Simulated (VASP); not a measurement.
Write the native input for VASP 6.6.1 that does the following.

```
Task                   : relaxation of cell and atoms
Functional             : r2SCAN
Potentials or basis    : VASP PAW PBE potentials, release 64 (Br)
Cutoff                 : 600 eV
k mesh                 : 6 × 6 × 3
Occupations            : fermi-dirac, width 0.1 eV
Spin                   : no spin polarisation
Dipole correction      : no
Further INCAR settings : ALGO = Normal; EDIFF = 1e-06; IBRION = 2; EDIFFG = -0.01; NSW = 60; ISIF = 3
```

The system is Br.

```
Br
1.0
     1.79374    3.10685    0.00000
    -1.79374    3.10685    0.00000
     0.00000    0.00000    5.61515
Br
2
Direct
  0.33333 0.33334 0.25000
  0.66666 0.66667 0.75000
```

One way to write it, as run:

POSCAR

```
Br
1.0
    1.7937440000      3.1068520000      0.0000000000
   -1.7937440000      3.1068520000      0.0000000000
    0.0000000000      0.0000000000      5.6151500000
Br
2
Direct
    0.3333300000      0.3333400000      0.2500000000
    0.6666600000      0.6666700000      0.7500000000
```

INCAR.step1

```
ALGO = Normal ; EDIFF = 1E-4
ENCUT = 600 ; GGA = PE
ISMEAR = -1 ; LASPH = True
LCHARG = False ; LREAL = False
LWAVE = True ; NELM = 100
PREC = Accurate ; SIGMA = 0.1
```

INCAR.step2

```
ALGO = Normal ; EDIFF = 1E-6
EDIFFG = -0.01 ; ENCUT = 600
IBRION = 2 ; ISIF = 3
ISMEAR = -1 ; ISTART = 1
LASPH = True ; LCHARG = False
LMIXTAU = True ; LREAL = False
LWAVE = False ; METAGGA = R2SCAN
NELM = 100 ; NSW = 60
PREC = Accurate ; SIGMA = 0.1
```

KPOINTS

```
k-points
0
Gamma
  6 6 3
```

Potentials or basis: VASP PAW PBE potentials, release 64 (Br).

Run with:

```sh
$ cat potpaw_PBE.64/Br/POTCAR > POTCAR
$ cp INCAR.step1 INCAR
$ mpirun -np 1 vasp_std > vasp.out
$ cp INCAR.step2 INCAR
$ mpirun -np 1 vasp_std > vasp.out
```

Results of the run:

The relaxed volume is 27.54 Å³/atom and the relaxed cell is a = 3.856 Å, b = 3.856 Å, c = 4.277 Å, α = 90.00°, β = 90.00°, γ = 60.00°. The space group after relaxing (to 0.05 Å) is P6_3/mmc (No. 194), the energy gained by relaxing is 249.2 meV/atom and the ionic steps are 24. The pressure after relaxing is 0.0 GPa and the band gap on the k mesh is zero (band 7 reaches 1.69 eV, above the bottom of band 8 at 0.51 eV).

Caveat: the k points lie up to 0.49 Å⁻¹ apart in the final cell; the PAW data sets were made with another functional, which shifts forces and pressure a little.

Wall time 18 min on 1 thread of Intel(R) Xeon(R) 6975P-C (Granite Rapids), with other jobs on the host, peak memory 0.22 GiB.
